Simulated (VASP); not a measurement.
Here is a VASP 6.6.1 calculation.

File INCAR:

```
  PREC = Accurate
  ENCUT = 520
  EDIFF = 1E-7
  ISMEAR = 1
  SIGMA = 0.1
  LREAL = F
  LASPH = T
  NELM = 80
  ALGO = Normal
  ISIF = 2
  LWAVE = F
  LCHARG = F
  GGA = CA
  NBANDS = 24
```

KPOINTS

```
regular mesh
0
Gamma
  5 5 5
```

File POSCAR:

```
SrSbO3
1.0
    4.2086720000      0.0000000000      0.0000000000
    0.0000000000      4.2086720000      0.0000000000
    0.0000000000      0.0000000000      4.2086720000
Sr Sb O
1 1 3
Direct
    0.0000000000      0.0000000000      0.0000000000
    0.5000000000      0.5000000000      0.5000000000
    0.5000000000      0.5000000000      0.0000000000
    0.5000000000      0.0000000000      0.5000000000
    0.0000000000      0.5000000000      0.5000000000
```

Potentials or basis: VASP PAW LDA potentials, release 64 (Sr_sv, Sb, O).

Launch:

```bash
$ cat potpaw_LDA.64/Sr_sv/POTCAR potpaw_LDA.64/Sb/POTCAR potpaw_LDA.64/O/POTCAR > POTCAR
$ mpirun -np 1 vasp_std > vasp.out
```

(1) What does it give for the pressure?

(2) Estimate the band gap on the k mesh.

Answers

(1) -7.1 GPa.

(2) zero (an odd number of electrons rules out a gap without spin polarisation).

Caveat: the cell stands under tension; spin-orbit coupling is left out, which moves the levels of the heavy elements; an odd number of electrons without spin polarisation forces a metal; a magnetic or distorted state may lie lower.
